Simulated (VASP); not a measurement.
# CdSe (P6_3mc) in VASP: settings compared

The runs below take CdSe through relaxation of cell and atoms, with PBE+D4, PBEsol.

All numbers are computed with VASP 6.6.1; they aren't measurements. Logs are shortened: lines on timing, memory, paths and dates and some standing lists are left out, and cuts for length are marked.

### 1 The cell of the first run

Symmetry: P6_3mc, No. 186, hexagonal system. The conventional cell has a = 4.300 Å, b = 4.300 Å, c = 7.020 Å, α = 90.00°, β = 90.00°, γ = 120.00°. Cd (site symmetry 3m) has 4 Se at 2.61 to 2.70 Å within 3.4 Å. Se (site symmetry 3m) has 4 Cd at 2.61 to 2.70 Å within 3.4 Å.

### 2 Relaxation of cell and atoms, PBE+D4

INCAR reads:

```
PREC = Accurate
ENCUT = 600
EDIFF = 1E-6
ISMEAR = -1
SIGMA = 0.05
LREAL = F
LASPH = T
NELM = 100
ALGO = Normal
ISIF = 3
LWAVE = F
LCHARG = F
GGA = PE
IVDW = 13
IBRION = 2
NSW = 60
EDIFFG = -0.01
```

KPOINTS reads:

```
regular mesh
0
Gamma
  7 7 4
```

POSCAR reads:

```
CdSe
1.0
    4.3000000000      0.0000000000      0.0000000000
   -2.1500000000      3.7239092363      0.0000000000
    0.0000000000      0.0000000000      7.0200000000
Cd Se
2 2
Direct
    0.6666666667      0.3333333333      0.5000000000
    0.3333333333      0.6666666667      0.0000000000
    0.6666666667      0.3333333333      0.8850000000
    0.3333333333      0.6666666667      0.3850000000
```

Potentials or basis: VASP PAW PBE potentials, release 64 (Cd, Se).

On the command line:

```console
cat potpaw_PBE.64/Cd/POTCAR potpaw_PBE.64/Se/POTCAR > POTCAR
mpirun -np 1 vasp_std > vasp.out
```

OUTCAR:

```text
PREC = Accurate
   ENCUT = 600
   EDIFF = 1E-6
   ISMEAR = -1
   LREAL = F
   LASPH = T
   NELM = 100
   ISIF = 3
   GGA = PE
   IVDW = 13
   IBRION = 2
   NSW = 60
   EDIFFG = -0.01

 ion  position               nearest neighbor table
   1  0.667  0.333  0.500-   4 2.61   4 2.61   4 2.61   3 2.70
   2  0.333  0.667  0.000-   3 2.61   3 2.61   3 2.61   4 2.70
   3  0.667  0.333  0.885-   2 2.61   2 2.61   2 2.61   1 2.70
   4  0.333  0.667  0.385-   1 2.61   1 2.61   1 2.61   2 2.70

  LATTYP: Found a hexagonal cell.
 ALAT       =     4.3000000000
 C/A-ratio  =     1.6325581395

  Lattice vectors:

 A1 = (   4.3000000000,   0.0000000000,   0.0000000000)
 A2 = (  -2.1500000000,   3.7239092363,   0.0000000000)
 A3 = (   0.0000000000,   0.0000000000,   7.0200000000)

Analysis of symmetry for initial positions (statically):
=====================================================================
 Subroutine PRICEL returns:
 Original cell was already a primitive cell.

 Routine SETGRP: Setting up the symmetry group for a
 hexagonal supercell.

 Subroutine GETGRP returns: Found 12 space group operations
 (whereof  6 operations were pure point group operations)
 out of a pool of 24 trial point group operations.

The static configuration has the point symmetry C_3v.
 The point group associated with its full space group is C_6v.

Analysis of symmetry for dynamics (positions and initial velocities):
=====================================================================
 Subroutine PRICEL returns:
 Original cell was already a primitive cell.

 Routine SETGRP: Setting up the symmetry group for a
 hexagonal supercell.

 Subroutine GETGRP returns: Found 12 space group operations
 (whereof  6 operations were pure point group operations)
 out of a pool of 24 trial point group operations.

The dynamic configuration has the point symmetry C_3v.
 The point group associated with its full space group is C_6v.

 Subroutine INISYM returns: Found 12 space group operations
 (whereof  6 operations are pure point group operations),
 and found     1 'primitive' translations

----------------------------------------------------------------------------------------

                                     Primitive cell

  volume of cell :     112.4099

  direct lattice vectors                    reciprocal lattice vectors
     4.300000000  0.000000000  0.000000000     0.232558140  0.134267504  0.000000000
    -2.150000000  3.723909236  0.000000000     0.000000000  0.268535009  0.000000000
     0.000000000  0.000000000  7.020000000     0.000000000  0.000000000  0.142450142

  length of vectors
     4.300000000  4.300000000  7.020000000     0.268535009  0.268535009  0.142450142

  position of ions in fractional coordinates (direct lattice)
     0.666666667  0.333333333  0.500000000
     0.333333333  0.666666667  0.000000000
     0.666666667  0.333333333  0.885000000
     0.333333333  0.666666667  0.385000000

  ion indices of the primitive-cell ions
   primitive index   ion index
                 1           1
                 2           2
                 3           3
                 4           4

----------------------------------------------------------------------------------------

 KPOINTS: regular mesh

Automatic generation of k-mesh.
 Grid dimensions read from file:
 generate k-points for:    7    7    4

 Generating k-lattice:

  Cartesian coordinates                     Fractional coordinates (reciprocal lattice)
     0.033222591  0.019181072  0.000000000     0.142857143  0.000000000  0.000000000
     0.000000000  0.038362144  0.000000000     0.000000000  0.142857143  0.000000000
     0.000000000  0.000000000  0.035612536     0.000000000  0.000000000  0.250000000

  Length of vectors
     0.038362144  0.038362144  0.035612536

  Shift w.r.t. Gamma in fractional coordinates (k-lattice)
     0.000000000  0.000000000  0.000000000

 Subroutine IBZKPT returns following result:
 ===========================================

 Found     24 irreducible k-points:

 Following reciprocal coordinates:
            Coordinates               Weight
  0.000000  0.000000  0.000000      1.000000
  0.142857  0.000000  0.000000      6.000000
  0.285714 -0.000000  0.000000      6.000000
  0.428571 -0.000000  0.000000      6.000000
  0.142857  0.142857  0.000000      6.000000
  0.285714  0.142857  0.000000     12.000000
[... 16 lines left out ...]
  0.428571  0.142857  0.500000      6.000000
  0.285714  0.285714  0.500000      6.000000
   k-points           NKPTS =     24   k-points in BZ     NKDIM =     24   number of bands    NBANDS=     22
   number of dos      NEDOS =    301   number of ions     NIONS =      4
   total plane-waves  NPLWV =  72576
   dimension x,y,z NGX =    36 NGY =   36 NGZ =   56
   dimension x,y,z NGXF=    72 NGYF=   72 NGZF=  112
   ions per type =               2   2
   NGX,Y,Z   is equivalent  to a cutoff of  13.92, 13.92, 13.26 a.u.
   NGXF,Y,Z  is equivalent  to a cutoff of  27.84, 27.84, 26.52 a.u.
 SYSTEM =  unknown system
   PREC   = accura    normal or accurate (medium, high low for compatibility)
   ISTART =      0    job   : 0-new  1-cont  2-samecut
   ICHARG =      2    charge: 1-file 2-atom 10-const
   ISPIN  =      1    spin polarized calculation?
   LNONCOLLINEAR =      F non collinear calculations
   LSORBIT =      F    spin-orbit coupling
   LASPH  =      T    aspherical Exc in radial PAW
   ENCUT  =  600.0 eV  44.10 Ry    6.64 a.u.   8.59  8.59 14.02*2*pi/ulx,y,z
   NELM   =    100;   NELMIN=  2; NELMDL= -5     # of ELM steps
   EDIFF  = 0.1E-05   stopping-criterion for ELM
   LREAL  =      F    real-space projection
   EDIFFG = -.1E-01   stopping-criterion for IOM
   NSW    =     60    number of steps for IOM
   IBRION =      2    ionic relax: 0-MD 1-quasi-New 2-CG
   NFREE  =      1    steps in history (QN), initial steepest desc. (CG)
   ISIF   =      3    stress and relaxation
   ISYM   =      2    0-nonsym 1-usesym 2-fastsym
   POTIM  = 0.5000    time-step for ionic-motion
   TEBEG  =    0.0;   TEEND  =   0.0 temperature during run
   PSTRESS=    0.0 pullay stress
   NELECT =      36.0000    total number of electrons
   NUPDOWN=      -1.0000    fix difference up-down
   EMIN   =  10.00;   EMAX   =-10.00  energy-range for DOS
   EFERMI =   0.00;   METHOD = LEGACY
   ISMEAR =    -1;   SIGMA  =   0.05  broadening in eV -4-tet -1-fermi 0-gaus
   EFERMI_NEDOS =   21; number of points for ismear=-14 and -15
   IALGO  =     38    algorithm
   IMIX   =      4    mixing-type and parameters
     AMIX     =   0.40;   BMIX     =  1.00
     AMIX_MAG =   1.60;   BMIX_MAG =  1.00
  volume/ion in A,a.u.               =      28.10       189.64
  Fermi-wavevector in a.u.,A,eV,Ry     =   1.120059  2.116604 17.068937  1.254531
  Thomas-Fermi vector in A             =   2.256702
   LORBIT       =      0    0 simple, 1 ext, 2 COOP (PROOUT), +10 PAW based schemes
   GGA     = PE    functional components
   LHFCALC =     F    Hartree Fock is set to
   AEXX    =    0.0000 exact exchange contribution
   IVDW    =    13    specifies the selected vdW correction
   LEPSILON=     F    determine dielectric tensor
   LRPA    =     F    only Hartree local field effects (RPA)
 conjugate gradient relaxation of ions
 non-spin polarized calculation
  energy-cutoff  :      600.00
  volume of cell :      112.41
 maximum number of plane-waves:      3791
 NGX is ok and might be reduce to    36
   NGX = 17   NGY = 17   NGZ = 29

--------------------------------------- Ionic step        1  -------------------------------------------

 number of electron      35.9999991 magnetization

 Free energy of the ion-electron system (eV)
  ---------------------------------------------------
  ext. energy  EPLUGINS =         0.00000000
  ---------------------------------------------------
  free energy    TOTEN  =       -10.90372175 eV

  energy without entropy =      -10.90370681  energy(sigma->0) =      -10.90371428

------------------------ aborting loop because EDIFF is reached ----------------------------------------

  DFT-D4 for vdW energy calculation

  Edisp (eV):   -1.29417

  FORCE on cell =-STRESS in cart. coord.  units (eV):
  Direction    XX          YY          ZZ          XY          YZ          ZX
  --------------------------------------------------------------------------------------
  -------------------------------------------------------------------------------------
  Total       1.36804     1.36804    -0.10203     0.00000     0.00000    -0.00000
  in kB      19.49872    19.49872    -1.45422     0.00000     0.00000    -0.00000
  external pressure =       12.51 kB  Pullay stress =        0.00 kB
[... 103 lines left out ...]
  FREE ENERGIE OF THE ION-ELECTRON SYSTEM (eV)
  ---------------------------------------------------
  free  energy   TOTEN  =       -12.2228586047 eV

  energy  without entropy=      -12.2228301486  energy(sigma->0) =      -12.22284438

[... ionic steps 4 to 8 ...]

--------------------------------------- Ionic step        9  -------------------------------------------

 number of electron      36.0000005 magnetization

------------------------ aborting loop because EDIFF is reached ----------------------------------------

  DFT-D4 for vdW energy calculation

  Edisp (eV):   -1.26458
[... 73 lines left out ...]
  energy  without entropy=      -12.2272226935  energy(sigma->0) =      -12.22723788

--------------------------------------- Ionic step       11  -------------------------------------------

 number of electron      36.0000005 magnetization

 Free energy of the ion-electron system (eV)
  ---------------------------------------------------
  ext. energy  EPLUGINS =         0.00000000
  ---------------------------------------------------
  free energy    TOTEN  =       -10.96384874 eV

  energy without entropy =      -10.96381903  energy(sigma->0) =      -10.96383389

 E-fermi :   1.1227     XC(G=0):  -8.7844

 val. band max:        0.7851645938   @ k =   0.0000   0.0000   0.0000
 cond. band min:       1.4008948361   @ k =   0.0000   0.0000   0.0000
 fundamental gap:      0.6157302423
 Fermi energy:         1.1226596979

 k-point     1 :       0.0000    0.0000    0.0000
  band No.  band energies     occupation
      1     -11.7025      2.00000
      2     -11.3444      2.00000
      3      -7.0803      2.00000
      4      -7.0723      2.00000
      5      -7.0723      2.00000
      6      -7.0080      2.00000
[... 624 lines left out ...]
  FREE ENERGIE OF THE ION-ELECTRON SYSTEM (eV)
  ---------------------------------------------------
  free  energy   TOTEN  =       -12.2272758553 eV

  energy  without entropy=      -12.2272461484  energy(sigma->0) =      -12.22726100

 reached required accuracy - stopping structural energy minimisation
```

Wall time 2.7 min (1 thread of Intel Xeon 6975P-C (Granite Rapids), shared host); peak memory 0.3 GiB.

Results:

```yaml
Free_energy: -12.2273 eV
Relaxed_volume: 28.72 Å³/atom
Relaxed_cell: a = 4.330 Å, b = 4.330 Å, c = 7.078 Å, α = 90.00°, β = 90.00°, γ = 120.00°
Space_group_after_relaxing_to_0.1_Å: P6_3mc (No. 186)
Energy_gained_by_relaxing: 7.3 meV/atom
Ionic_steps: 11
Pressure_after_relaxing: 0.0 GPa
Band_gap_on_the_k_mesh: 0.62 eV
Dispersion_energy_per_atom: -0.316 eV
```

Step by step:
| step | energy change (eV) | largest force (eV/Å) | pressure (GPa) | volume (Å³) |
| --- | --- | --- | --- | --- |
| 1 | 0.0000 | 0.2940 | 1.25 | 112.41 |
| 2 | -0.0239 | 0.0457 | -0.46 | 116.01 |
| 3 | -0.0250 | 0.0877 | -0.20 | 115.38 |
| 4 | -0.0264 | 0.0471 | -0.01 | 114.93 |
| 5 | -0.0266 | 0.0039 | 0.19 | 114.48 |
| 6 | -0.0267 | 0.0209 | 0.11 | 114.65 |
| 7 | -0.0280 | 0.0166 | 0.10 | 114.69 |
| 8 | -0.0294 | 0.0043 | 0.04 | 114.80 |
| 9 | -0.0294 | 0.0049 | 0.04 | 114.80 |
| 10 | -0.0294 | 0.0035 | -0.05 | 115.02 |
| 11 | -0.0294 | 0.0013 | 0.01 | 114.90 |

Final structure:
```yaml
crystal:
  lattice:
    - [4.32951, 0.00000, 0.00000]
    - [-2.16475, 3.74946, 0.00000]
    - [0.00000, 0.00000, 7.07778]
  atoms:
    - { symbol: Cd, position: [0.66667, 0.33333, 0.50489] }
    - { symbol: Cd, position: [0.33333, 0.66667, 0.00490] }
    - { symbol: Se, position: [0.66667, 0.33333, 0.88011] }
    - { symbol: Se, position: [0.33333, 0.66667, 0.38011] }
```

### 3 Relaxation of cell and atoms, PBEsol

INCAR reads:

```
SYSTEM = CdSe
PREC = Accurate ; ENCUT = 600
EDIFF = 1E-6 ; ISMEAR = -1
SIGMA = 0.05 ; LREAL = .FALSE.
LASPH = .TRUE. ; NELM = 80
ALGO = Normal ; ISIF = 3
LWAVE = .FALSE. ; LCHARG = .FALSE.
GGA = PS ; IBRION = 2
NSW = 80 ; EDIFFG = -0.01
```

KPOINTS reads:

```
regular mesh
0
G
  7 7 4
  0 0 0
```

POSCAR is that of step 2.

Potentials or basis: VASP PAW PBE potentials, release 64 (Cd, Se).

On the command line:

```console
cat potpaw_PBE.64/Cd/POTCAR potpaw_PBE.64/Se/POTCAR > POTCAR
mpirun -np 1 vasp_std > vasp.out
```

Wall time 2.4 min (1 thread of Intel Xeon 6975P-C (Granite Rapids), shared host); peak memory 0.3 GiB.

It converged, with:

```yaml
Free_energy: -12.3504 eV
Relaxed_volume: 28.29 Å³/atom
Relaxed_cell: a = 4.310 Å, b = 4.310 Å, c = 7.034 Å, α = 90.00°, β = 90.00°, γ = 120.00°
Space_group_after_relaxing_to_0.1_Å: P6_3mc (No. 186)
Energy_gained_by_relaxing: 5.0 meV/atom
Ionic_steps: 10
Pressure_after_relaxing: 0.0 GPa
Band_gap_on_the_k_mesh: 0.53 eV
```

Step by step:
```
step  energy change (eV)  largest force (eV/Å)  pressure (GPa)  volume (Å³)
   1              0.0000                0.2745            0.45       112.41
   2             -0.0160                0.0634           -0.25       113.69
   3             -0.0160                0.0678           -0.24       113.67
   4             -0.0173                0.0374            0.04       113.07
   5             -0.0174                0.0228            0.17       112.79
   6             -0.0186                0.0177            0.15       112.85
   7             -0.0198                0.0038            0.08       113.00
   8             -0.0198                0.0045            0.08       113.00
   9             -0.0198                0.0031           -0.06       113.31
  10             -0.0198                0.0005            0.01       113.16
```

Final structure:
```
CELL_PARAMETERS angstrom
4.30999 0.00000 0.00000
-2.15499 3.73256 0.00000
0.00000 0.00000 7.03429
ATOMIC_POSITIONS crystal
Cd 0.66667 0.33333 0.50465
Cd 0.33333 0.66667 0.00465
Se 0.66667 0.33333 0.88035
Se 0.33333 0.66667 0.38035
```

Levels at points of the mesh, in eV from the valence-band top:
| k point | band 15 | band 16 | band 17 | band 18 | band 19 | band 20 | band 21 | band 22 |
| --- | --- | --- | --- | --- | --- | --- | --- | --- |
| (0.00, 0.00, 0.00) | -0.77 | -0.05 | 0.00 | 0.00 | 0.53 | 2.09 | 5.78 | 5.78 |
| (0.00, 0.00, 0.50) | -0.40 | -0.40 | -0.40 | -0.40 | 2.27 | 2.27 | 5.74 | 5.74 |

Caveat: the PAW data sets were made with another functional, which shifts forces and pressure a little.
